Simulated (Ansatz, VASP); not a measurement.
## Two plane-wave programs on WC

```xyz
2
Lattice="2.9218 0.0000 0.0000 -1.4609 2.5303 0.0000 0.0000 0.0000 2.8471" Properties=species:S:1:pos:R:3 pbc="T T T"
W     0.0000    0.0000   -0.0123
C     1.4609    0.8434    1.6110
```

Change from the starting cell: mode 4 (566.4 1/cm) frozen in, largest displacement +0.188 Å.

Alike in both runs: task single point; functional PBE; k mesh 24 × 24 × 22; occupations gaussian, width 0.15 eV; no spin polarisation.

|  | VASP | Ansatz |
| --- | --- | --- |
| version | VASP 6.6.1 | Ansatz 0.2.0 |
| potentials or method | VASP PAW PBE potentials, release 64 (W_sv, C), cutoff 520 eV | scalar-relativistic, plane waves, PAW |
| valence electrons in the cell | 18 | 18 |

Ansatz gave:

- gap on the k mesh at the Fermi level (eV): none
- pressure (GPa): 8.6
- traceless stress, the component that is largest in VASP (GPa): 1.82
- rms of the force components (eV/Å): 1.660

Problem. What did VASP give for the same quantities?

Solution. gap on the k mesh at the Fermi level (eV): none; pressure (GPa): 9.7; traceless stress, the component that is largest in VASP (GPa): 1.97; rms of the force components (eV/Å): 1.673.

Atom by atom the forces differ by 0.013 eV/Å (rms over components). A gap of «none» marks a metal or a gap that the smearing closes. The functional is the same, so the differences come from potentials, cutoffs and numerics.

Spin-orbit coupling is off throughout.
